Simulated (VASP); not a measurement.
MgB2:

```
Mg B
1.0
     3.08500    0.00000    0.00000
    -1.54250    2.67169    0.00000
     0.00000    0.00000    3.52300
Mg B
1 2
Direct
  0.00000 0.00000 0.00000
  0.66667 0.33333 0.50000
  0.33333 0.66667 0.50000
```

```yaml
Program: VASP 6.6.1
Task: relaxation of cell and atoms
Functional: PBEsol
Dispersion: D3(BJ)
Potentials_or_basis: VASP PAW PBE potentials, release 64 (Mg, B)
Cutoff: 600 eV
k_mesh: 10 × 10 × 8
Occupations: fermi-dirac, width 0.05 eV
Spin: no spin polarisation
```

At the start: pressure -7.0 GPa; volume 9.68 Å³/atom.

Task: How do energy, volume and symmetry change on relaxing?

Result: Over 5 steps the energy falls by 10.9 meV/atom and the volume is 9.20 Å³/atom (-4.9 %); space group P6/mmm (No. 191, to 0.05 Å).

The path:
```tsv
step	energy change (eV)	largest force (eV/Å)	pressure (GPa)	volume (Å³)
1	0.0000	0.0000	-7.01	29.04
2	-0.0271	0.0000	2.55	27.29
3	-0.0302	0.0000	0.05	27.70
4	-0.0322	0.0000	0.03	27.65
5	-0.0326	0.0000	0.02	27.61
```

Final structure:
```xyz
3
Lattice="3.0479 0.0000 0.0000 -1.5239 2.6395 0.0000 0.0000 0.0000 3.4324" Properties=species:S:1:pos:R:3 pbc="T T T"
Mg    0.0000    0.0000    0.0000
B     1.5239    0.8798    1.7162
B     0.0000    1.7597    1.7162
```

Caveat: the PAW data sets were made with another functional, which shifts forces and pressure a little; pairwise dispersion overbinds metals, which lowers pressure and volume.
